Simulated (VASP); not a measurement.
# PtS2 (P1) in VASP: single point with PBEsol

Aim: the single point of PtS2 with PBEsol.

Program: VASP 6.6.1. These are calculated values, not measurements. Logs are shortened: lines on timing, memory, paths and dates and some standing lists are left out, and cuts for length are marked.

### 1 The cell of the first run

The typed cell holds 3 atoms: a = 3.543 Å, b = 3.543 Å, c = 5.039 Å, α = 90.00°, β = 90.00°, γ = 120.00°.

### 2 Single point, PBEsol (atom 2 (S) moved by (-0.100, +0.000) A along x and y)

Contents of INCAR:

```
SYSTEM = PtS2
PREC = Accurate
ENCUT = 520
EDIFF = 1E-7
ISMEAR = 0
SIGMA = 0.05
LREAL = .False.
LASPH = .True.
NELM = 100
ALGO = Normal
ISIF = 2
LWAVE = .False.
LCHARG = .False.
GGA = PS
NBANDS = 18
```

Contents of KPOINTS:

```
regular mesh
0
Gamma
  12 12 8
  0 0 0
```

Contents of POSCAR:

```
PtS2
1.0
    3.5431994758      0.0000000000      0.0000000000
   -1.7715997379      3.0685007567      0.0000000000
    0.0000000000      0.0000000000      5.0388000000
Pt S
1 2
Direct
    0.0000000000      0.0000000000      0.0000000000
    0.3051102540      0.6666666667      0.2500000000
    0.6666666667      0.3333333333      0.7500000000
```

Potentials or basis: VASP PAW PBE potentials, release 64 (Pt, S).

Started as:

```console
$ cat potpaw_PBE.64/Pt/POTCAR potpaw_PBE.64/S/POTCAR > POTCAR
$ mpirun -np 1 vasp_std > vasp.out
```

OUTCAR:

```text
SYSTEM = PtS2
   PREC = Accurate
   ENCUT = 520
   EDIFF = 1E-7
   ISMEAR = 0
   LREAL = .False.
   LASPH = .True.
   NELM = 100
   ISIF = 2
   GGA = PS

 ion  position               nearest neighbor table
   1  0.000  0.000  0.000-   2 2.33   3 2.40   3 2.40   3 2.40   2 2.40   2 2.48
   2  0.305  0.667  0.250-   1 2.33   1 2.40   1 2.48
   3  0.667  0.333  0.750-   1 2.40   1 2.40   1 2.40

  LATTYP: Found a hexagonal cell.
 ALAT       =     3.5431994758
 C/A-ratio  =     1.4221045229

  Lattice vectors:

 A1 = (   3.5431994758,   0.0000000000,   0.0000000000)
 A2 = (  -1.7715997379,   3.0685007567,   0.0000000000)
 A3 = (   0.0000000000,   0.0000000000,   5.0388000000)

Analysis of symmetry for initial positions (statically):
=====================================================================
 Subroutine PRICEL returns:
 Original cell was already a primitive cell.

 Routine SETGRP: Setting up the symmetry group for a
 hexagonal supercell.

 Subroutine GETGRP returns: Found  1 space group operations
 (whereof  1 operations were pure point group operations)
 out of a pool of 24 trial point group operations.

The static configuration has the point symmetry C_1 .

Analysis of symmetry for dynamics (positions and initial velocities):
=====================================================================
 Subroutine PRICEL returns:
 Original cell was already a primitive cell.

 Routine SETGRP: Setting up the symmetry group for a
 hexagonal supercell.

 Subroutine GETGRP returns: Found  1 space group operations
 (whereof  1 operations were pure point group operations)
 out of a pool of 24 trial point group operations.

The dynamic configuration has the point symmetry C_1 .

 Subroutine INISYM returns: Found  1 space group operations
 (whereof  1 operations are pure point group operations),
 and found     1 'primitive' translations

----------------------------------------------------------------------------------------

                                     Primitive cell

  volume of cell :      54.7834

  direct lattice vectors                    reciprocal lattice vectors
     3.543199476  0.000000000  0.000000000     0.282230794  0.162946025  0.000000000
    -1.771599738  3.068500757  0.000000000     0.000000000  0.325892049  0.000000000
[... 77 lines left out ...]
 SYSTEM =  PtS2
   PREC   = accura    normal or accurate (medium, high low for compatibility)
   ISTART =      0    job   : 0-new  1-cont  2-samecut
   ICHARG =      2    charge: 1-file 2-atom 10-const
   ISPIN  =      1    spin polarized calculation?
   LNONCOLLINEAR =      F non collinear calculations
   LSORBIT =      F    spin-orbit coupling
   LASPH  =      T    aspherical Exc in radial PAW
   ENCUT  =  520.0 eV  38.22 Ry    6.18 a.u.   6.59  6.59  9.37*2*pi/ulx,y,z
   NELM   =    100;   NELMIN=  2; NELMDL= -5     # of ELM steps
   EDIFF  = 0.1E-06   stopping-criterion for ELM
   LREAL  =      F    real-space projection
   EDIFFG = 0.1E-05   stopping-criterion for IOM
   NSW    =      0    number of steps for IOM
   IBRION =     -1    ionic relax: 0-MD 1-quasi-New 2-CG
   NFREE  =      0    steps in history (QN), initial steepest desc. (CG)
   ISIF   =      2    stress and relaxation
   ISYM   =      2    0-nonsym 1-usesym 2-fastsym
   POTIM  = 0.5000    time-step for ionic-motion
   TEBEG  =    0.0;   TEEND  =   0.0 temperature during run
   PSTRESS=    0.0 pullay stress
   NELECT =      22.0000    total number of electrons
   NUPDOWN=      -1.0000    fix difference up-down
   EMIN   =  10.00;   EMAX   =-10.00  energy-range for DOS
   EFERMI =   0.00;   METHOD = LEGACY
   ISMEAR =     0;   SIGMA  =   0.05  broadening in eV -4-tet -1-fermi 0-gaus
   EFERMI_NEDOS =   21; number of points for ismear=-14 and -15
   IALGO  =     38    algorithm
   IMIX   =      4    mixing-type and parameters
     AMIX     =   0.40;   BMIX     =  1.00
     AMIX_MAG =   1.60;   BMIX_MAG =  1.00
  volume/ion in A,a.u.               =      18.26       123.23
  Fermi-wavevector in a.u.,A,eV,Ry     =   1.207812  2.282434 19.848319  1.458810
  Thomas-Fermi vector in A             =   2.343439
   LORBIT       =      0    0 simple, 1 ext, 2 COOP (PROOUT), +10 PAW based schemes
   GGA     = PS    functional components
   LHFCALC =     F    Hartree Fock is set to
   AEXX    =    0.0000 exact exchange contribution
   IVDW    =     0    specifies the selected vdW correction
   LEPSILON=     F    determine dielectric tensor
   LRPA    =     F    only Hartree local field effects (RPA)
 non-spin polarized calculation
 Gauss-broadening in eV      SIGMA  =   0.05
  energy-cutoff  :      520.00
  volume of cell :       54.78
 maximum number of plane-waves:      1507
   NGX = 13   NGY = 13   NGZ = 19

 number of electron      22.0000001 magnetization

 Free energy of the ion-electron system (eV)
  ---------------------------------------------------
  ext. energy  EPLUGINS =         0.00000000
  ---------------------------------------------------
  free energy    TOTEN  =       -16.92232554 eV

  energy without entropy =      -16.92232554  energy(sigma->0) =      -16.92232554

 E-fermi :   6.9822     XC(G=0): -10.8844

 val. band max:        6.7835370268   @ k =   0.0000   0.0000   0.0000
 cond. band min:       7.1855173567   @ k =   0.3333  -0.0833  -0.2500
 fundamental gap:      0.4019803299
 Fermi energy:         6.9822483981

 k-point     1 :       0.0000    0.0000    0.0000
  band No.  band energies     occupation
      1      -8.5102      2.00000
      2      -5.6420      2.00000
      3      -0.3629      2.00000
      4       0.2274      2.00000
      5       0.3634      2.00000
      6       2.9038      2.00000
[... 481 lines left out ...]
      5       0.7375      2.00000
      6       1.9774      2.00000
[... 10 lines left out ...]
     17      15.5939      0.00000
     18      16.1928      0.00000

 [... further k-points ...]
[... 5 lines left out ...]
  --------------------------------------------------------------------------------------
  -------------------------------------------------------------------------------------
  Total       -0.6158805     -0.7203986     -1.4342497     -0.4990430     -0.1065984      1.0250377
  in kB      -18.0118408    -21.0685427    -41.9455968    -14.5948496     -3.1175426     29.9779187
  external PRESSURE =     -27.0086601 kB  Pullay stress =       0.0000000 kB

 VOLUME and BASIS-vectors are now :
 -----------------------------------------------------------------------------
  energy-cutoff  :      520.00
  volume of cell :       54.78
      direct lattice vectors                 reciprocal lattice vectors
     3.543199476  0.000000000  0.000000000     0.282230794  0.162946025  0.000000000
    -1.771599738  3.068500757  0.000000000     0.000000000  0.325892049  0.000000000
     0.000000000  0.000000000  5.038800000     0.000000000  0.000000000  0.198459951

 POSITION                                       TOTAL-FORCE (eV/Angst)
 -----------------------------------------------------------------------------------
      0.00000      0.00000      0.00000        -0.789199      0.068921     -0.086773
     -0.10000      2.04567      1.25970         0.851309     -0.077219     -0.489477
      1.77160      1.02283      3.77910        -0.062110      0.008298      0.576250
 -----------------------------------------------------------------------------------
    total drift:                                0.000006     -0.000067     -0.000007

  FREE ENERGIE OF THE ION-ELECTRON SYSTEM (eV)
  ---------------------------------------------------
  free  energy   TOTEN  =       -16.9223255414 eV

  energy  without entropy=      -16.9223255414  energy(sigma->0) =      -16.92232554
```

Wall time 14 min (1 thread of AMD EPYC 7R13, shared host); peak memory 0.58 GiB.

Results:

```
Free energy            : -16.9223 eV
Pressure               : -2.7 GPa
Largest force          : 0.985 eV/Å
Band gap on the k mesh : 0.40 eV, indirect (least direct gap 0.62 eV)
```

Forces on the atoms (eV/Å):
```
Pt  -0.789  0.069 -0.087
S    0.851 -0.077 -0.489
S   -0.062  0.008  0.576
```

Stress tensor (GPa, compression positive):
```
-1.80 -1.46  3.00
-1.46 -2.11 -0.31
 3.00 -0.31 -4.19
```

Caveat: the cell differs from its parent crystal (atom 2 (S) moved by (-0.100, +0.000) A along x and y); the PAW data sets were made with another functional, which shifts forces and pressure a little; spin-orbit coupling is left out, which moves the levels of the heavy elements. A k mesh can miss the band edges.
